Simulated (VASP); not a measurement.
# CrB (Cmcm) in VASP: relaxation of cell and atoms with LDA

Aim: the relaxation of cell and atoms of CrB with LDA.

Everything below comes from runs of VASP 6.6.1. Logs are shortened: lines on timing, memory, paths and dates and some standing lists are left out, and cuts for length are marked.

## 1. The cell of the first run

The structure is orthorhombic, space group Cmcm (No. 63). The conventional cell has a = 2.925 Å, b = 7.837 Å, c = 2.914 Å, α = 90.00°, β = 90.00°, γ = 90.00°. Cr (site symmetry m2m) has 7 B at 2.16 to 2.27 Å and 10 Cr at 2.64 to 2.92 Å within 3.0 Å. Within 2.4 Å of B (site symmetry m2m) lie 2 B at 1.77 Å and 7 Cr at 2.16 to 2.27 Å.

## 2. Relaxation of cell and atoms, LDA

INCAR

```
SYSTEM = CrB
PREC = Accurate
ENCUT = 500
EDIFF = 1E-7
ISMEAR = 0
SIGMA = 0.1
LREAL = .False.
LASPH = .True.
NELM = 120
ALGO = Normal
ISIF = 3
LWAVE = .False.
LCHARG = .False.
IBRION = 2
NSW = 70
EDIFFG = -0.005
GGA_COMPAT = .False.
NELMIN = 4
```

KPOINTS

```
regular mesh
0
Gamma
  16 16 14
  0 0 0
```

POSCAR

```
CrB
1.0
    1.4624175006     -3.9183624934      0.0000000000
    1.4624175006      3.9183624934      0.0000000000
    0.0000000000      0.0000000000      2.9141685689
Cr B
2 2
Direct
    0.8547344204      0.1452655796      0.2500000000
    0.1452655796      0.8547344204      0.7500000000
    0.5645764347      0.4354235653      0.2500000000
    0.4354235653      0.5645764347      0.7500000000
```

Potentials or basis: VASP PAW LDA potentials, release 64 (Cr_pv, B).

Command:

```console
$ cat potpaw_LDA.64/Cr_pv/POTCAR potpaw_LDA.64/B/POTCAR > POTCAR
$ mpirun -np 1 vasp_std > vasp.out
```

OUTCAR:

```text
SYSTEM = CrB
   PREC = Accurate
   ENCUT = 500
   EDIFF = 1E-7
   ISMEAR = 0
   LREAL = .False.
   LASPH = .True.
   NELM = 120
   ISIF = 3
   IBRION = 2
   NSW = 70
   EDIFFG = -0.005
   NELMIN = 4

 ion  position               nearest neighbor table
   1  0.855  0.145  0.250-   4 2.16   4 2.16   4 2.16   4 2.16   3 2.20   3 2.20   3 2.27   2 2.64
                             2 2.64   2 2.64   2 2.64   2 2.70   2 2.70
   2  0.145  0.855  0.750-   3 2.16   3 2.16   3 2.16   3 2.16   4 2.20   4 2.20   4 2.27   1 2.64
                             1 2.64   1 2.64   1 2.64   1 2.70   1 2.70
   3  0.565  0.435  0.250-   4 1.77   4 1.77   2 2.16   2 2.16   2 2.16   2 2.16   1 2.20   1 2.20
                             1 2.27
   4  0.435  0.565  0.750-   3 1.77   3 1.77   1 2.16   1 2.16   1 2.16   1 2.16   2 2.20   2 2.20
                             2 2.27

  LATTYP: Found a base centered orthorhombic cell.
 ALAT       =     2.9248350012
 B/A-ratio  =     2.6793733607
 C/A-ratio  =     0.9963531508

  Lattice vectors:

 A1 = (   1.4624175006,  -3.9183624934,   0.0000000000)
 A2 = (   1.4624175006,   3.9183624934,   0.0000000000)
 A3 = (   0.0000000000,   0.0000000000,   2.9141685689)

Analysis of symmetry for initial positions (statically):
=====================================================================
 Subroutine PRICEL returns:
 Original cell was already a primitive cell.

 Routine SETGRP: Setting up the symmetry group for a
 base centered orthorhombic supercell.

 Subroutine GETGRP returns: Found  8 space group operations
 (whereof  4 operations were pure point group operations)
 out of a pool of  8 trial point group operations.

The static configuration has the point symmetry C_2h.
 The point group associated with its full space group is D_2h.

Analysis of symmetry for dynamics (positions and initial velocities):
=====================================================================
 Subroutine PRICEL returns:
 Original cell was already a primitive cell.

 Routine SETGRP: Setting up the symmetry group for a
 base centered orthorhombic supercell.

 Subroutine GETGRP returns: Found  8 space group operations
 (whereof  4 operations were pure point group operations)
 out of a pool of  8 trial point group operations.

The dynamic configuration has the point symmetry C_2h.
 The point group associated with its full space group is D_2h.

 Subroutine INISYM returns: Found  8 space group operations
 (whereof  4 operations are pure point group operations),
 and found     1 'primitive' translations

----------------------------------------------------------------------------------------

                                     Primitive cell

  volume of cell :      33.3980

  direct lattice vectors                    reciprocal lattice vectors
     1.462417501 -3.918362493  0.000000000     0.341899628 -0.127604325  0.000000000
     1.462417501  3.918362493  0.000000000     0.341899628  0.127604325  0.000000000
     0.000000000  0.000000000  2.914168569     0.000000000  0.000000000  0.343151049

  length of vectors
     4.182371286  4.182371286  2.914168569     0.364935912  0.364935912  0.343151049

  position of ions in fractional coordinates (direct lattice)
     0.854734420  0.145265580  0.250000000
     0.145265580  0.854734420  0.750000000
     0.564576435  0.435423565  0.250000000
     0.435423565  0.564576435  0.750000000

  ion indices of the primitive-cell ions
   primitive index   ion index
                 1           1
                 2           2
                 3           3
                 4           4

----------------------------------------------------------------------------------------

 KPOINTS: regular mesh

Automatic generation of k-mesh.
 Grid dimensions read from file:
 generate k-points for:   16   16   14

 Generating k-lattice:

  Cartesian coordinates                     Fractional coordinates (reciprocal lattice)
     0.021368727 -0.007975270  0.000000000     0.062500000  0.000000000  0.000000000
     0.021368727  0.007975270  0.000000000     0.000000000  0.062500000  0.000000000
     0.000000000  0.000000000  0.024510789     0.000000000  0.000000000  0.071428571

  Length of vectors
     0.022808494  0.022808494  0.024510789

  Shift w.r.t. Gamma in fractional coordinates (k-lattice)
     0.000000000  0.000000000  0.000000000

 Subroutine IBZKPT returns following result:
 ===========================================

 Found    584 irreducible k-points:

 Following reciprocal coordinates:
            Coordinates               Weight
  0.000000  0.000000  0.000000      1.000000
  0.062500  0.000000  0.000000      4.000000
  0.125000  0.000000  0.000000      4.000000
  0.187500  0.000000  0.000000      4.000000
  0.250000  0.000000  0.000000      4.000000
  0.312500  0.000000  0.000000      4.000000
[... 16 lines left out ...]
 -0.125000  0.062500  0.000000      4.000000
 -0.062500  0.062500  0.000000      2.000000
 [... further k-points ...]
   k-points           NKPTS =    584   k-points in BZ     NKDIM =    584   number of bands    NBANDS=     19
   number of dos      NEDOS =    301   number of ions     NIONS =      4
   total plane-waves  NPLWV =  24576
   dimension x,y,z NGX =    32 NGY =   32 NGZ =   24
   dimension x,y,z NGXF=    64 NGYF=   64 NGZF=   48
   ions per type =               2   2
   NGX,Y,Z   is equivalent  to a cutoff of  12.72, 12.72, 13.69 a.u.
   NGXF,Y,Z  is equivalent  to a cutoff of  25.44, 25.44, 27.38 a.u.
 SYSTEM =  CrB
   PREC   = accura    normal or accurate (medium, high low for compatibility)
   ISTART =      0    job   : 0-new  1-cont  2-samecut
   ICHARG =      2    charge: 1-file 2-atom 10-const
   ISPIN  =      1    spin polarized calculation?
   LNONCOLLINEAR =      F non collinear calculations
   LSORBIT =      F    spin-orbit coupling
   LASPH  =      T    aspherical Exc in radial PAW
   ENCUT  =  500.0 eV  36.75 Ry    6.06 a.u.   7.63  7.63  5.31*2*pi/ulx,y,z
   NELM   =    120;   NELMIN=  4; NELMDL= -5     # of ELM steps
   EDIFF  = 0.1E-06   stopping-criterion for ELM
   LREAL  =      F    real-space projection
   EDIFFG = -.5E-02   stopping-criterion for IOM
   NSW    =     70    number of steps for IOM
   IBRION =      2    ionic relax: 0-MD 1-quasi-New 2-CG
   NFREE  =      1    steps in history (QN), initial steepest desc. (CG)
   ISIF   =      3    stress and relaxation
   ISYM   =      2    0-nonsym 1-usesym 2-fastsym
   POTIM  = 0.5000    time-step for ionic-motion
   TEBEG  =    0.0;   TEEND  =   0.0 temperature during run
   PSTRESS=    0.0 pullay stress
   NELECT =      30.0000    total number of electrons
   NUPDOWN=      -1.0000    fix difference up-down
   EMIN   =  10.00;   EMAX   =-10.00  energy-range for DOS
   EFERMI =   0.00;   METHOD = LEGACY
   ISMEAR =     0;   SIGMA  =   0.10  broadening in eV -4-tet -1-fermi 0-gaus
   EFERMI_NEDOS =   21; number of points for ismear=-14 and -15
   IALGO  =     38    algorithm
   IMIX   =      4    mixing-type and parameters
     AMIX     =   0.40;   BMIX     =  1.00
     AMIX_MAG =   1.60;   BMIX_MAG =  1.00
  volume/ion in A,a.u.               =       8.35        56.35
  Fermi-wavevector in a.u.,A,eV,Ry     =   1.579580  2.984974 33.947540  2.495074
  Thomas-Fermi vector in A             =   2.679938
   LORBIT       =      0    0 simple, 1 ext, 2 COOP (PROOUT), +10 PAW based schemes
   GGA     = CA    functional components
   LHFCALC =     F    Hartree Fock is set to
   AEXX    =    0.0000 exact exchange contribution
   IVDW    =     0    specifies the selected vdW correction
   LEPSILON=     F    determine dielectric tensor
   LRPA    =     F    only Hartree local field effects (RPA)
 conjugate gradient relaxation of ions
 non-spin polarized calculation
 Gauss-broadening in eV      SIGMA  =   0.10
  energy-cutoff  :      500.00
  volume of cell :       33.40
 maximum number of plane-waves:       865
   NGX = 15   NGY = 15   NGZ = 11

--------------------------------------- Ionic step        1  -------------------------------------------

 number of electron      29.9999993 magnetization

 Free energy of the ion-electron system (eV)
  ---------------------------------------------------
  ext. energy  EPLUGINS =         0.00000000
  ---------------------------------------------------
  free energy    TOTEN  =       -38.42612888 eV

  energy without entropy =      -38.41246107  energy(sigma->0) =      -38.41929498

------------------------ aborting loop because EDIFF is reached ----------------------------------------

  FORCE on cell =-STRESS in cart. coord.  units (eV):
  Direction    XX          YY          ZZ          XY          YZ          ZX
  --------------------------------------------------------------------------------------
  -------------------------------------------------------------------------------------
  Total       -3.1930121     -3.1007200     -3.0455231      0.0000000     -0.0000000      0.0000000
  in kB     -153.1759211   -148.7484617   -146.1005445      0.0000000     -0.0000000      0.0000000
  external PRESSURE =    -149.3416424 kB  Pullay stress =       0.0000000 kB
[... 95 lines left out ...]
  FREE ENERGIE OF THE ION-ELECTRON SYSTEM (eV)
  ---------------------------------------------------
  free  energy   TOTEN  =       -38.5013397104 eV

  energy  without entropy=      -38.4886091867  energy(sigma->0) =      -38.49497445

[... ionic steps 4 to 7 ...]

--------------------------------------- Ionic step        8  -------------------------------------------

 number of electron      29.9999998 magnetization

------------------------ aborting loop because EDIFF is reached ----------------------------------------

  FORCE on cell =-STRESS in cart. coord.  units (eV):
  Direction    XX          YY          ZZ          XY          YZ          ZX
  --------------------------------------------------------------------------------------
  -------------------------------------------------------------------------------------
  Total       -0.0185421     -0.0153102     -0.0122222      0.0000000      0.0000000      0.0000000
  in kB       -0.9335207     -0.7708088     -0.6153386      0.0000000      0.0000000      0.0000000
  external PRESSURE =      -0.7732227 kB  Pullay stress =       0.0000000 kB
[... 61 lines left out ...]
  energy  without entropy=      -38.4900680682  energy(sigma->0) =      -38.49639535

--------------------------------------- Ionic step       10  -------------------------------------------

 number of electron      29.9999997 magnetization

 Free energy of the ion-electron system (eV)
  ---------------------------------------------------
  ext. energy  EPLUGINS =         0.00000000
  ---------------------------------------------------
  free energy    TOTEN  =       -38.50272363 eV

  energy without entropy =      -38.49006531  energy(sigma->0) =      -38.49639447

 E-fermi :  11.5827     XC(G=0): -14.1371

 val. band max:       11.5822111340   @ k =  -0.3125   0.3125   0.0000
 cond. band min:      11.5849752908   @ k =   0.5000   0.3750   0.3571
 fundamental gap:      0.0027641568
 Fermi energy:        11.5827203425

 k-point     1 :       0.0000    0.0000    0.0000
  band No.  band energies     occupation
      1     -31.6639      2.00000
      2     -31.4513      2.00000
      3     -31.4364      2.00000
      4     -31.2869      2.00000
      5     -31.1823      2.00000
      6     -31.1618      2.00000
[... 11 lines left out ...]
     18      12.2813      0.00000
     19      12.7621      0.00000
[... 489 lines left out ...]
      3     -31.4385      2.00000
      4     -31.2848      2.00000
      5     -31.1844      2.00000
      6     -31.1669      2.00000
[... 11 lines left out ...]
     18      12.2426      0.00000
     19      12.8372      0.00000

 [... further k-points ...]

------------------------ aborting loop because EDIFF is reached ----------------------------------------

  FORCE on cell =-STRESS in cart. coord.  units (eV):
  Direction    XX          YY          ZZ          XY          YZ          ZX
  --------------------------------------------------------------------------------------
  -------------------------------------------------------------------------------------
  Total        0.0072491      0.0027186      0.0050044      0.0000000     -0.0000000      0.0000000
  in kB        0.3650670      0.1369097      0.2520226      0.0000000     -0.0000000      0.0000000
  external PRESSURE =       0.2513331 kB  Pullay stress =       0.0000000 kB
[... 19 lines left out ...]
  FREE ENERGIE OF THE ION-ELECTRON SYSTEM (eV)
  ---------------------------------------------------
  free  energy   TOTEN  =       -38.5027236309 eV

  energy  without entropy=      -38.4900653128  energy(sigma->0) =      -38.49639447

 reached required accuracy - stopping structural energy minimisation
```

Run time: 24 min. Hardware: 1 thread of Intel Xeon Platinum 8175M at 2.50GHz (Skylake/Cascade Lake), shared host; peak memory 0.43 GiB.

What came out:

```yaml
Free_energy: -38.5027 eV
Relaxed_volume: 7.95 Å³/atom
Relaxed_cell: a = 4.119 Å, b = 4.119 Å, c = 2.872 Å, α = 90.00°, β = 90.00°, γ = 139.23°
Space_group_after_relaxing_to_0.1_Å: Cmcm (No. 63)
Energy_gained_by_relaxing: 19.1 meV/atom
Ionic_steps: 10
Pressure_after_relaxing: 0.0 GPa
Largest_force_after_relaxing: 0.004 eV/Å
Band_gap_on_the_k_mesh: zero (bands 15 and 16 overlap by 2.23 eV)
```

Forces on the atoms (eV/Å):
```
Cr   0.000  0.004  0.000
Cr   0.000 -0.004  0.000
B    0.000  0.003  0.000
B    0.000 -0.003  0.000
```

The path:
```csv
step,energy change (eV),largest force (eV/Å),pressure (GPa),volume (Å³)
1,0.0000,0.0621,-14.93,33.40
2,0.0881,0.4857,26.59,29.78
3,-0.0752,0.1351,-0.32,31.87
4,-0.0752,0.1393,-0.01,31.84
5,-0.0765,0.0253,0.07,31.81
6,-0.0765,0.0101,0.06,31.81
7,-0.0766,0.0075,-0.07,31.82
8,-0.0766,0.0074,-0.08,31.82
9,-0.0766,0.0041,0.09,31.81
10,-0.0766,0.0041,0.03,31.81
```

Final structure:
```xyz
4
Lattice="1.4348 -3.8607 0.0000 1.4348 3.8607 0.0000 0.0000 0.0000 2.8716" Properties=species:S:1:pos:R:3 pbc="T T T"
Cr    1.4348   -2.7350    0.7179
Cr    1.4348    2.7350    2.1537
B     1.4348   -0.5015    0.7179
B     1.4348    0.5015    2.1537
```

Levels at points of the mesh, in eV from the Fermi level:
```tsv
k point	band 12	band 13	band 14	band 15	band 16	band 17	band 18	band 19
(0.00, 0.00, 0.00)	-3.39	-1.95	-0.81	-0.29	-0.13	0.43	0.70	1.18
(0.50, 0.00, 0.00)	-3.18	-2.24	-1.66	-0.39	-0.15	0.83	0.93	1.19
(0.50, 0.50, 0.00)	-3.21	-2.29	-0.64	-0.32	0.45	0.84	0.95	1.55
(0.00, 0.00, 0.50)	-3.62	-2.91	-2.91	0.94	0.94	1.14	1.14	2.34
(0.50, 0.00, 0.50)	-4.34	-2.49	-2.49	1.02	1.02	1.15	1.15	3.42
(0.50, 0.50, 0.50)	-2.63	-2.18	-2.18	-0.68	-0.68	0.35	0.35	1.40
```

Caveat: the run has no spin polarisation, though such a crystal can be magnetic. LDA usually gives volumes a few per cent too small.
